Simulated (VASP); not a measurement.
# GaSb (I-4m2) in VASP: notebook

GaSb is run at these levels: LDA, PBEsol, PBEsol-based screened hybrid; tasks: single point.

Program: VASP 6.6.1. These are calculated values, not measurements. Logs are shortened: lines on timing, memory, paths and dates and some standing lists are left out, and cuts for length are marked.

**1. The cell of the first run**

Symmetry: I-4m2, No. 119, tetragonal system. The conventional cell has a = 5.615 Å, b = 5.615 Å, c = 3.244 Å, α = 90.00°, β = 90.00°, γ = 90.00°. Within 3.8 Å of Sb (site symmetry -4m2) lie 8 Ga at 2.92 to 3.71 Å and 2 Sb at 3.24 Å. Ga (site symmetry -4m2) has 8 Sb at 2.92 to 3.71 Å and 2 Ga at 3.24 Å within 3.8 Å.

**2. Single point, LDA (volume scaled by 1.06)**

The input, INCAR:

```
SYSTEM = GaSb
PREC     = Accurate       ! precision mode
ENCUT    = 520            ! plane-wave cutoff, eV
EDIFF    = 1E-6           ! SCF threshold, eV
ISMEAR   = -1             ! smearing method
SIGMA    = 0.05           ! smearing width, eV
LREAL    = .FALSE.        ! projectors in reciprocal space
LASPH    = .TRUE.         ! aspherical terms in the spheres
NELM     = 80             ! most SCF steps
ALGO     = Normal         ! electronic algorithm
ISIF     = 2              ! what is computed and relaxed
LWAVE    = .FALSE.        ! write WAVECAR
LCHARG   = .FALSE.        ! write CHGCAR
GGA      = CA             ! functional
NBANDS   = 16             ! bands
```

The input, KPOINTS:

```
regular mesh
0
G
  10 10 10
  0 0 0
```

The input, POSCAR:

```
GaSb
1.0
   -2.8074366121      2.8074366121      1.6219052539
    2.8074366121     -2.8074366121      1.6219052539
    2.8074366121      2.8074366121     -1.6219052539
Sb Ga
1 1
Direct
    0.0000000000      0.0000000000      0.0000000000
    0.7500000000      0.2500000000      0.5000000000
```

Potentials or basis: VASP PAW LDA potentials, release 64 (Sb, Ga_d).

Command:

```console
cat potpaw_LDA.64/Sb/POTCAR potpaw_LDA.64/Ga_d/POTCAR > POTCAR
mpirun -np 1 vasp_std > vasp.out
```

OUTCAR:

```text
SYSTEM = GaSb
   PREC = Accurate
   ENCUT = 520
   EDIFF = 1E-6
   ISMEAR = -1
   LREAL = .FALSE.
   LASPH = .TRUE.
   NELM = 80
   ISIF = 2
   GGA = CA

 ion  position               nearest neighbor table
   1  0.000  0.000  0.000-   2 2.92   2 2.92   2 2.92   2 2.92
   2  0.750  0.250  0.500-   1 2.92   1 2.92   1 2.92   1 2.92

  LATTYP: Found a body centered tetragonal cell.
 ALAT       =     5.6148732242
 C/A-ratio  =     0.5777174975

  Lattice vectors:

 A1 = (  -2.8074366121,   2.8074366121,   1.6219052539)
 A2 = (   2.8074366121,  -2.8074366121,   1.6219052539)
 A3 = (   2.8074366121,   2.8074366121,  -1.6219052539)

Analysis of symmetry for initial positions (statically):
=====================================================================
 Subroutine PRICEL returns:
 Original cell was already a primitive cell.

 Routine SETGRP: Setting up the symmetry group for a
 body centered tetragonal supercell.

 Subroutine GETGRP returns: Found  8 space group operations
 (whereof  8 operations were pure point group operations)
 out of a pool of 16 trial point group operations.

The static configuration has the point symmetry D_2d.

Analysis of symmetry for dynamics (positions and initial velocities):
=====================================================================
 Subroutine PRICEL returns:
 Original cell was already a primitive cell.

 Routine SETGRP: Setting up the symmetry group for a
 body centered tetragonal supercell.

 Subroutine GETGRP returns: Found  8 space group operations
 (whereof  8 operations were pure point group operations)
 out of a pool of 16 trial point group operations.

The dynamic configuration has the point symmetry D_2d.

 Subroutine INISYM returns: Found  8 space group operations
 (whereof  8 operations are pure point group operations),
 and found     1 'primitive' translations

----------------------------------------------------------------------------------------

                                     Primitive cell

  volume of cell :      51.1335

  direct lattice vectors                    reciprocal lattice vectors
    -2.807436612  2.807436612  1.621905254     0.000000000  0.178098411  0.308279413
     2.807436612 -2.807436612  1.621905254     0.178098411  0.000000000  0.308279413
     2.807436612  2.807436612 -1.621905254     0.178098411  0.178098411  0.000000000

  length of vectors
     4.288820038  4.288820038  4.288820038     0.356027022  0.356027022  0.251869188

  position of ions in fractional coordinates (direct lattice)
     0.000000000  0.000000000  0.000000000
     0.750000000  0.250000000  0.500000000

  ion indices of the primitive-cell ions
   primitive index   ion index
                 1           1
                 2           2

----------------------------------------------------------------------------------------

 KPOINTS: regular mesh

Automatic generation of k-mesh.
 Grid dimensions read from file:
 generate k-points for:   10   10   10

 Generating k-lattice:

  Cartesian coordinates                     Fractional coordinates (reciprocal lattice)
     0.000000000  0.017809841  0.030827941     0.100000000 -0.000000000  0.000000000
     0.017809841  0.000000000  0.030827941    -0.000000000  0.100000000  0.000000000
     0.017809841  0.017809841  0.000000000     0.000000000  0.000000000  0.100000000

  Length of vectors
     0.035602702  0.035602702  0.025186919

  Shift w.r.t. Gamma in fractional coordinates (k-lattice)
     0.000000000  0.000000000  0.000000000

 Subroutine IBZKPT returns following result:
 ===========================================

 Found    102 irreducible k-points:

 Following reciprocal coordinates:
            Coordinates               Weight
  0.000000  0.000000  0.000000      1.000000
  0.100000  0.000000 -0.000000      8.000000
  0.200000  0.000000 -0.000000      8.000000
  0.300000  0.000000  0.000000      8.000000
  0.400000 -0.000000  0.000000      8.000000
  0.500000 -0.000000  0.000000      4.000000
[... 16 lines left out ...]
  0.300000  0.300000  0.000000      8.000000
  0.400000  0.300000  0.000000     16.000000
 [... further k-points ...]
   k-points           NKPTS =    102   k-points in BZ     NKDIM =    102   number of bands    NBANDS=     16
   number of dos      NEDOS =    301   number of ions     NIONS =      2
   total plane-waves  NPLWV =  32768
   dimension x,y,z NGX =    32 NGY =   32 NGZ =   32
   dimension x,y,z NGXF=    64 NGYF=   64 NGZF=   64
   ions per type =               1   1
   NGX,Y,Z   is equivalent  to a cutoff of  12.40, 12.40, 12.40 a.u.
   NGXF,Y,Z  is equivalent  to a cutoff of  24.81, 24.81, 24.81 a.u.
 SYSTEM =  GaSb
   PREC   = accura    normal or accurate (medium, high low for compatibility)
   ISTART =      0    job   : 0-new  1-cont  2-samecut
   ICHARG =      2    charge: 1-file 2-atom 10-const
   ISPIN  =      1    spin polarized calculation?
   LNONCOLLINEAR =      F non collinear calculations
   LSORBIT =      F    spin-orbit coupling
   LASPH  =      T    aspherical Exc in radial PAW
   ENCUT  =  520.0 eV  38.22 Ry    6.18 a.u.   7.97  7.97  7.97*2*pi/ulx,y,z
   NELM   =     80;   NELMIN=  2; NELMDL= -5     # of ELM steps
   EDIFF  = 0.1E-05   stopping-criterion for ELM
   LREAL  =      F    real-space projection
   EDIFFG = 0.1E-04   stopping-criterion for IOM
   NSW    =      0    number of steps for IOM
   IBRION =     -1    ionic relax: 0-MD 1-quasi-New 2-CG
   NFREE  =      0    steps in history (QN), initial steepest desc. (CG)
   ISIF   =      2    stress and relaxation
   ISYM   =      2    0-nonsym 1-usesym 2-fastsym
   POTIM  = 0.5000    time-step for ionic-motion
   TEBEG  =    0.0;   TEEND  =   0.0 temperature during run
   PSTRESS=    0.0 pullay stress
   NELECT =      18.0000    total number of electrons
   NUPDOWN=      -1.0000    fix difference up-down
   EMIN   =  10.00;   EMAX   =-10.00  energy-range for DOS
   EFERMI =   0.00;   METHOD = LEGACY
   ISMEAR =    -1;   SIGMA  =   0.05  broadening in eV -4-tet -1-fermi 0-gaus
   EFERMI_NEDOS =   21; number of points for ismear=-14 and -15
   IALGO  =     38    algorithm
   IMIX   =      4    mixing-type and parameters
     AMIX     =   0.40;   BMIX     =  1.00
     AMIX_MAG =   1.60;   BMIX_MAG =  1.00
  volume/ion in A,a.u.               =      25.57       172.53
  Fermi-wavevector in a.u.,A,eV,Ry     =   1.155927  2.184386 18.179670  1.336168
  Thomas-Fermi vector in A             =   2.292552
   LORBIT       =      0    0 simple, 1 ext, 2 COOP (PROOUT), +10 PAW based schemes
   GGA     = CA    functional components
   LHFCALC =     F    Hartree Fock is set to
   AEXX    =    0.0000 exact exchange contribution
   IVDW    =     0    specifies the selected vdW correction
   LEPSILON=     F    determine dielectric tensor
   LRPA    =     F    only Hartree local field effects (RPA)
 non-spin polarized calculation
  energy-cutoff  :      520.00
  volume of cell :       51.13
 maximum number of plane-waves:      1402
   NGX = 15   NGY = 15   NGZ = 15

 number of electron      17.9999995 magnetization

 Free energy of the ion-electron system (eV)
  ---------------------------------------------------
  ext. energy  EPLUGINS =         0.00000000
  ---------------------------------------------------
  free energy    TOTEN  =        -8.23875020 eV

  energy without entropy =       -8.23401249  energy(sigma->0) =       -8.23638135

 E-fermi :   5.6958     XC(G=0): -10.1948

 val. band max:        5.6936922927   @ k =   0.4000   0.4000   0.1000
 cond. band min:       5.7349407175   @ k =   0.5000   0.5000   0.0000
 fundamental gap:      0.0412484248
 Fermi energy:         5.6958072587

 k-point     1 :       0.0000    0.0000    0.0000
  band No.  band energies     occupation
      1      -9.2194      2.00000
      2      -9.1458      2.00000
      3      -9.1378      2.00000
      4      -9.1244      2.00000
      5      -9.1244      2.00000
      6      -5.8093      2.00000
[... 8 lines left out ...]
     15      15.1410      0.00000
     16      16.0658      0.00000

 k-point     2 :       0.1000    0.0000   -0.0000
  band No.  band energies     occupation
      1      -9.2087      2.00000
      2      -9.1468      2.00000
      3      -9.1363      2.00000
      4      -9.1287      2.00000
      5      -9.1286      2.00000
      6      -5.6309      2.00000
[... 8 lines left out ...]
     15      14.9476      0.00000
     16      15.3638      0.00000

 k-point     3 :       0.2000    0.0000   -0.0000
  band No.  band energies     occupation
      1      -9.1811      2.00000
      2      -9.1499      2.00000
      3      -9.1413      2.00000
      4      -9.1393      2.00000
      5      -9.1306      2.00000
      6      -5.1018      2.00000
[... 8 lines left out ...]
     15      13.6875      0.00000
     16      15.0274      0.00000

 k-point     4 :       0.3000    0.0000    0.0000
  band No.  band energies     occupation
      1      -9.1624      2.00000
      2      -9.1554      2.00000
      3      -9.1496      2.00000
      4      -9.1413      2.00000
      5      -9.1251      2.00000
      6      -4.2519      2.00000
[... 8 lines left out ...]
     15      12.9351      0.00000
     16      15.6425      0.00000
[... 324 lines left out ...]
 k-point    22 :      -0.2000    0.2000    0.0000
  band No.  band energies     occupation
      1      -9.2170      2.00000
      2      -9.1512      2.00000
      3      -9.1344      2.00000
      4      -9.1250      2.00000
      5      -9.1219      2.00000
      6      -5.4892      2.00000
[... 8 lines left out ...]
     15      14.5152      0.00000
     16      15.6259      0.00000

 k-point    23 :       0.3000    0.3000    0.0000
  band No.  band energies     occupation
      1      -9.1723      2.00000
      2      -9.1653      2.00000
      3      -9.1558      2.00000
      4      -9.1191      2.00000
      5      -9.1144      2.00000
      6      -2.5474      2.00000
[... 8 lines left out ...]
     15      14.2492      0.00000
     16      16.0697      0.00000

 k-point    24 :       0.4000    0.3000    0.0000
  band No.  band energies     occupation
      1      -9.1652      2.00000
      2      -9.1559      2.00000
      3      -9.1509      2.00000
      4      -9.1402      2.00000
      5      -9.1208      2.00000
      6      -3.2742      2.00000
[... 8 lines left out ...]
     15      15.0560      0.00000
     16      16.0691      0.00000

 [... further k-points ...]
[... 5 lines left out ...]
  --------------------------------------------------------------------------------------
  -------------------------------------------------------------------------------------
  Total       -2.0736938     -2.0736938     -2.0628355      0.0000000      0.0000000      0.0000000
  in kB      -64.9755299    -64.9755299    -64.6353042      0.0000000      0.0000000      0.0000000
  external PRESSURE =     -64.8621213 kB  Pullay stress =       0.0000000 kB

 VOLUME and BASIS-vectors are now :
 -----------------------------------------------------------------------------
  energy-cutoff  :      520.00
  volume of cell :       51.13
      direct lattice vectors                 reciprocal lattice vectors
    -2.807436612  2.807436612  1.621905254     0.000000000  0.178098411  0.308279413
     2.807436612 -2.807436612  1.621905254     0.178098411  0.000000000  0.308279413
     2.807436612  2.807436612 -1.621905254     0.178098411  0.178098411  0.000000000

 POSITION                                       TOTAL-FORCE (eV/Angst)
 -----------------------------------------------------------------------------------
      0.00000      0.00000      0.00000         0.000000     -0.000000      0.000000
      0.00000      2.80744      0.81095        -0.000000      0.000000     -0.000000
 -----------------------------------------------------------------------------------
    total drift:                               -0.000000      0.000000      0.000000

  FREE ENERGIE OF THE ION-ELECTRON SYSTEM (eV)
  ---------------------------------------------------
  free  energy   TOTEN  =        -8.2387502028 eV

  energy  without entropy=       -8.2340124928  energy(sigma->0) =       -8.23638135
```

Wall time 43 s (1 thread of Intel Xeon 6975P-C, shared host); peak memory 0.22 GiB.

What came out:

| Quantity | Value |
| --- | --- |
| Free energy | -8.2388 eV |
| Pressure | -6.5 GPa |
| Band gap on the k mesh | zero (band 9 reaches 7.52 eV, above the bottom of band 10 at 3.25 eV) |

Levels at points of the mesh, in eV from the Fermi level:
| k point | band 5 | band 6 | band 7 | band 8 | band 9 | band 10 | band 11 | band 12 | band 13 | band 14 |
| --- | --- | --- | --- | --- | --- | --- | --- | --- | --- | --- |
| (0.00, 0.00, 0.00) | -14.82 | -11.51 | -3.16 | -1.67 | -1.67 | 3.63 | 4.59 | 6.74 | 6.74 | 7.10 |
| (0.50, 0.00, 0.00) | -14.80 | -8.23 | -5.32 | -2.42 | -1.32 | -1.01 | 2.56 | 3.11 | 4.88 | 7.87 |
| (0.50, 0.50, 0.00) | -14.81 | -10.18 | -7.65 | 0.04 | 1.82 | 1.95 | 2.28 | 4.28 | 6.33 | 8.16 |
| (0.50, 0.50, 0.50) | -14.81 | -9.19 | -5.76 | -4.55 | -4.55 | 3.26 | 4.83 | 9.65 | 9.65 | 11.81 |

Caveat: spin-orbit coupling is left out, which moves the levels of the heavy elements.

**3. Single point, PBEsol (volume scaled by 1.06)**

The input, INCAR:

```
  ALGO = Normal
  EDIFF = 1E-7
  ENCUT = 520
  GGA = PS
  ISIF = 2
  ISMEAR = -1
  LASPH = True
  LCHARG = True
  LELF = True
  LREAL = False
  LVHAR = True
  LWAVE = False
  NBANDS = 16
  NELM = 60
  PREC = Accurate
  SIGMA = 0.05
```

The input, KPOINTS:

```
k-points
0
Gamma
  10 10 10
```

POSCAR is that of step 2.

Potentials or basis: VASP PAW PBE potentials, release 64 (Sb, Ga_d).

Command:

```console
cat potpaw_PBE.64/Sb/POTCAR potpaw_PBE.64/Ga_d/POTCAR > POTCAR
mpirun -np 1 vasp_std > vasp.out
```

It took 52 s on 1 thread of Intel Xeon 6975P-C, shared host; peak memory 0.24 GiB.

Results (log left out):

| Quantity | Value |
| --- | --- |
| Free energy | -7.7974 eV |
| Pressure | -5.2 GPa |
| Band gap on the k mesh | zero (band 9 reaches 7.57 eV, above the bottom of band 10 at 3.26 eV) |

Stress tensor (GPa, compression positive):
```
-5.13  0.00  0.00
 0.00 -5.13  0.00
 0.00  0.00 -5.42
```

Levels at points of the mesh, in eV from the Fermi level:
```csv
k point,band 7,band 8,band 9,band 10,band 11,band 12
"(0.00, 0.00, 0.00)",-3.09,-1.69,-1.69,3.53,4.65,6.81
"(0.50, 0.00, 0.00)",-5.33,-2.39,-1.34,-1.02,2.50,3.14
"(0.50, 0.50, 0.00)",-7.65,0.03,1.82,1.98,2.27,4.31
"(0.50, 0.50, 0.50)",-5.73,-4.60,-4.60,3.27,4.84,9.77
```

Caveat: the PAW data sets were made with another functional, which shifts forces and pressure a little; spin-orbit coupling is left out, which moves the levels of the heavy elements.

(Part 1 of 2 ends here.)
